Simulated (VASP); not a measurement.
Write the native input for VASP 6.6.1 that does the following.

```
Task                   : relaxation of cell and atoms
Functional             : PBEsol
Potentials or basis    : VASP PAW PBE potentials, release 64 (Ge_d)
Cutoff                 : 600 eV
k mesh                 : 12 × 12 × 12
Occupations            : gaussian, width 0.1 eV
Spin                   : no spin polarisation
Dipole correction      : no
Further INCAR settings : ALGO = Fast; EDIFF = 1e-07; IBRION = 2; EDIFFG = -0.01; NSW = 80; ISIF = 3
```

The structure of Ge lies in POSCAR:

```
Ge
1.0
    0.0000000000      2.8378655627      2.8378655627
    2.8378655627      0.0000000000      2.8378655627
    2.8378655627      2.8378655627      0.0000000000
Ge
2
Direct
    0.0000000000      0.0000000000      0.0000000000
    0.2500000000      0.2500000000      0.2500000000
```

One way to write it, as run:

INCAR

```
SYSTEM = Ge
  PREC = Accurate
  ENCUT = 600
  EDIFF = 1E-7
  ISMEAR = 0
  SIGMA = 0.1
  LREAL = .False.
  LASPH = .True.
  NELM = 100
  ALGO = Fast
  ISIF = 3
  LWAVE = .False.
  LCHARG = .False.
  GGA = PS
  IBRION = 2
  NSW = 80
  EDIFFG = -0.01
```

KPOINTS

```
Automatic mesh
0
Gamma
  12 12 12
  0 0 0
```

Potentials or basis: VASP PAW PBE potentials, release 64 (Ge_d).

Command:

```sh
$ cat potpaw_PBE.64/Ge_d/POTCAR > POTCAR
$ mpirun -np 1 vasp_std > vasp.out
```

It gave:

```yaml
Pressure_after_relaxing: 0.0 GPa
Band_gap_on_the_k_mesh: zero (filled and empty bands touch)
```

Caveat: the relaxation stopped at its first step, so nothing moved; the PAW data sets were made with another functional, which shifts forces and pressure a little.

Wall time 51 s on 1 thread of AMD EPYC 7R43 64-Core Processor (Zen 3), with other jobs on the host, peak memory 0.18 GiB.
